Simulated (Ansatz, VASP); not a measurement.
# Zn3CrInS6: VASP beside Ansatz

```
S Cr In Zn
1.0
     3.87000    0.00000    0.00000
    -1.93500    3.35152    0.00000
     0.00000    0.00000   18.90000
S Cr In Zn
6 1 1 3
Direct
  0.00000 0.00000 0.34260
  0.33333 0.66667 0.18220
  0.00000 0.00000 0.00000
  0.00000 0.00000 0.66600
  0.33333 0.66667 0.83620
  0.33333 0.66667 0.49420
  0.33333 0.66667 0.05100
  0.66667 0.33333 0.41680
  0.00000 0.00000 0.79640
  0.33333 0.66667 0.61950
  0.00000 0.00000 0.21950
```

Alike in both runs: task single point; functional PBE; k mesh 4 × 4 × 1; occupations gaussian, width 0.05 eV; collinear spin.

|  | VASP | Ansatz |
| --- | --- | --- |
| version | VASP 6.6.1 | Ansatz 0.2.0 |
| potentials or method | VASP PAW PBE potentials, release 64 (S, Cr_pv, In_d, Zn), cutoff 520 eV | PAW, plane waves, scalar-relativistic |
| valence electrons in the cell | 97 | 99 |

Ansatz gave:

```
pressure (GPa)                                                : -2.8
rms of the force components (eV/Å)                            : 0.326
net moment per atom (μB)                                      : 0.30
size of the moment on the site where the two differ most (μB) : 3.08
```

**Question.** Which values does VASP return?

**Answer.** Pressure (GPa): -2.7; rms of the force components (eV/Å): 0.325; net moment per atom (μB): 0.30; size of the moment on the site where the two differ most (μB): 3.30.

Site moments also hang on the region over which each program counts them. With one functional, cell and mesh, what is left measures potentials, basis and numerics. VASP's potentials hold 97 valence electrons a cell and Ansatz's 99, so a difference there can come from the potentials and not from the codes.

The k mesh is coarse, so the values compare programs but aren't converged.
